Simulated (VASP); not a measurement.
# Al18In in VASP: further runs, part 2 of 2

VASP 6.6.1. Earlier steps stand in the parts before.

## 3. Single point, PBE

INCAR

```
PREC = Accurate
ENCUT = 520
EDIFF = 1E-7
ISMEAR = -1
SIGMA = 0.05
LREAL = Auto
LASPH = True
NELM = 100
ALGO = Normal
ISIF = 2
LWAVE = False
LCHARG = True
GGA = PE
LELF = True
LVHAR = True
NBANDS = 48
```

KPOINTS

```
Automatic mesh
0
Gamma
  3 2 1
```

POSCAR

```
Al18In
1.0
    5.7275650000      0.0000000000      0.0000000000
    4.2956740000      7.4403250000      0.0000000000
    0.0000000000      0.0000000000     15.6765370000
Al In
18 1
Direct
    0.1666684695      0.1111107378      0.0637895984
    0.6666715249      0.1111107378      0.0637895984
    0.1666708227      0.4444429511      0.0637895984
    0.6666738781      0.4444429511      0.0637895984
    0.1666731759      0.7777751644      0.0637895984
    0.6666762313      0.7777751644      0.0637895984
   -0.1170473814      0.1694952841      0.2056640443
    0.3633226552      0.1826129907      0.2192320919
   -0.1552224556      0.5289150676      0.2124448786
    0.3212178761      0.5529059550      0.2112520131
   -0.1564594521      0.8690211785      0.2166741290
    0.3551201963      0.8757009942      0.2146456198
    0.0602501913      0.0077550376      0.3714404527
    0.5803249601     -0.0020832423      0.3751402494
    0.0442607506      0.3150131211      0.3823165792
    0.5646376040      0.2993014418      0.3454206755
   -0.0034526574      0.6540708907      0.3703624085
    0.5101109469      0.6456976006      0.3648127134
    0.1111764329      0.7704098947      0.5279227166
```

Potentials or basis: VASP PAW PBE potentials, release 64 (Al, In_d).

Launch:

```console
$ cat potpaw_PBE.64/Al/POTCAR potpaw_PBE.64/In_d/POTCAR > POTCAR
$ mpirun -np 1 vasp_std > vasp.out
```

OUTCAR:

```text
PREC = Accurate
   ENCUT = 520
   EDIFF = 1E-7
   ISMEAR = -1
   LREAL = Auto
   LASPH = True
   NELM = 100
   ISIF = 2
   GGA = PE

 ion  position               nearest neighbor table
   1  0.167  0.111  0.064-   7 2.65   4 2.86   2 2.86   3 2.86   5 2.86   2 2.86   6 2.86   8 2.88
                            12 2.94
   2  0.667  0.111  0.064-   7 2.71   1 2.86   3 2.86   4 2.86   6 2.86   5 2.86   1 2.86   8 2.88
                            11 3.00
   3  0.167  0.444  0.064-  10 2.80   9 2.83   6 2.86   4 2.86   2 2.86   5 2.86   1 2.86   4 2.86
                             8 3.12
   4  0.667  0.444  0.064-   9 2.78   1 2.86   3 2.86   5 2.86   6 2.86   2 2.86   3 2.86  10 2.88
                             7 3.02
   5  0.167  0.778  0.064-  10 2.85   6 2.86   4 2.86   3 2.86   1 2.86   2 2.86   6 2.86  11 2.89
                            12 2.89
   6  0.667  0.778  0.064-  12 2.83  11 2.86   3 2.86   5 2.86   4 2.86   2 2.86   5 2.86   1 2.86
                             9 2.98
   7  0.883  0.169  0.206-  12 2.62   1 2.65  11 2.71  16 2.71   2 2.71   8 2.82  13 2.88   8 2.93
                             9 2.99   4 3.02  10 3.26  15 3.35
[... 252 lines left out ...]
      2     -12.7817      2.00000
      3     -12.7602      2.00000
      4     -12.7495      2.00000
      5     -12.7354      2.00000
      6      -8.4595      2.00000
[... 181 lines left out ...]
     44       4.1826      0.00000
     45       4.2920      0.00000
 [bands above 45 left out]

------------------------ aborting loop because EDIFF is reached ----------------------------------------

  FORCE on cell =-STRESS in cart. coord.  units (eV):
  Direction    XX          YY          ZZ          XY          YZ          ZX
  --------------------------------------------------------------------------------------
  -------------------------------------------------------------------------------------
  Total       -4.7773081     -1.8905053     -3.0893032     -0.9597461      1.1659848     -0.0873751
  in kB      -11.4572864     -4.5339468     -7.4089908     -2.3017326      2.7963492     -0.2095494
  external PRESSURE =      -7.8000747 kB  Pullay stress =       0.0000000 kB

 VOLUME and BASIS-vectors are now :
 -----------------------------------------------------------------------------
  energy-cutoff  :      520.00
  volume of cell :      668.05
      direct lattice vectors                 reciprocal lattice vectors
     5.727565000  0.000000000  0.000000000     0.174594265 -0.100802054  0.000000000
     4.295674000  7.440325000  0.000000000     0.000000000  0.134402731  0.000000000
     0.000000000  0.000000000 15.676537000     0.000000000  0.000000000  0.063789598

 POSITION                                       TOTAL-FORCE (eV/Angst)
 -----------------------------------------------------------------------------------
      1.43190      0.82670      1.00000         0.169390     -0.045591     -0.282283
      4.29570      0.82670      1.00000        -0.108570     -0.166203     -0.142846
      2.86380      3.30680      1.00000         0.030860     -0.060486     -0.007598
      5.72760      3.30680      1.00000         0.000016     -0.033842     -0.083420
      4.29570      5.78690      1.00000        -0.137881      0.026630      0.047632
      7.15950      5.78690      1.00000         0.066729     -0.081127      0.031923
[... 11 lines left out ...]
      5.69540      4.80420      5.71900        -0.085655     -0.085514      0.006872
      3.94620      5.73210      8.27600         0.133178      0.112292     -0.403887
 -----------------------------------------------------------------------------------
    total drift:                               -0.005174     -0.001908      0.014119

  FREE ENERGIE OF THE ION-ELECTRON SYSTEM (eV)
  ---------------------------------------------------
  free  energy   TOTEN  =       -65.3552301291 eV

  energy  without entropy=      -65.2555092640  energy(sigma->0) =      -65.30536970
```

stdout:

```text
POSCAR found type information on POSCAR AlIn
 POSCAR found :  2 types and      19 ions
 scaLAPACK will be used
 LDA part: xc-table for (Slater+PW92), standard interpolation
 -----------------------------------------------------------------------------
|                                                                             |
|           W    W    AA    RRRRR   N    N  II  N    N   GGGG   !!!           |
|           W    W   A  A   R    R  NN   N  II  NN   N  G    G  !!!           |
|           W    W  A    A  R    R  N N  N  II  N N  N  G       !!!           |
|           W WW W  AAAAAA  RRRRR   N  N N  II  N  N N  G  GGG   !            |
|           WW  WW  A    A  R   R   N   NN  II  N   NN  G    G                |
|           W    W  A    A  R    R  N    N  II  N    N   GGGG   !!!           |
|                                                                             |
|     Your reciprocal lattice and k-lattice belong to different lattice       |
|     classes:                                                                |
|                                                                             |
|        The reciprocal lattice is simple monoclinic,                         |
|        whereas your k-lattice is hexagonal.                                 |
|                                                                             |
|     Results are often still useful ...                                      |
|                                                                             |
 -----------------------------------------------------------------------------

 POSCAR, INCAR and KPOINTS ok, starting setup
 FFT: planning ... GRIDC
 FFT: planning ... GRID_SOFT
 FFT: planning ... GRID
 WAVECAR not read
 entering main loop
```

Run time: 2.6 min. Hardware: 1 thread of Intel Xeon 6975P-C (Granite Rapids), shared host; peak memory 0.71 GiB.

Results:

```yaml
Free_energy: -65.3552 eV
Largest_force: 1.146 eV/Å
Band_gap_on_the_k_mesh: zero (an odd number of electrons rules out a gap without spin polarisation)
```

Forces in eV/Å, atoms in the order of the input:
```
Al   0.169 -0.046 -0.282
Al  -0.109 -0.166 -0.143
Al   0.031 -0.060 -0.008
Al   0.000 -0.034 -0.083
Al  -0.138  0.027  0.048
Al   0.067 -0.081  0.032
Al  -0.089  0.880  0.485
Al   0.043  0.794 -0.047
Al   0.010 -0.034  0.459
Al   0.185 -0.321  0.180
Al   0.143 -0.331  0.095
Al  -0.161 -0.784  0.286
Al   0.098 -0.542 -0.154
Al  -0.636 -0.329  0.034
Al   0.263  0.472 -0.596
Al   0.111  0.988  0.570
Al  -0.036 -0.458 -0.480
Al  -0.086 -0.086  0.007
In   0.133  0.112 -0.404
```

Caveat: the k points lie up to 0.42 Å⁻¹ apart, too coarse for converged energies and pressures of a metal; the atoms stand as in a frame of molecular dynamics; there is no dipole correction, which matters where the two faces differ; spin-orbit coupling is left out, which moves the levels of the heavy elements.
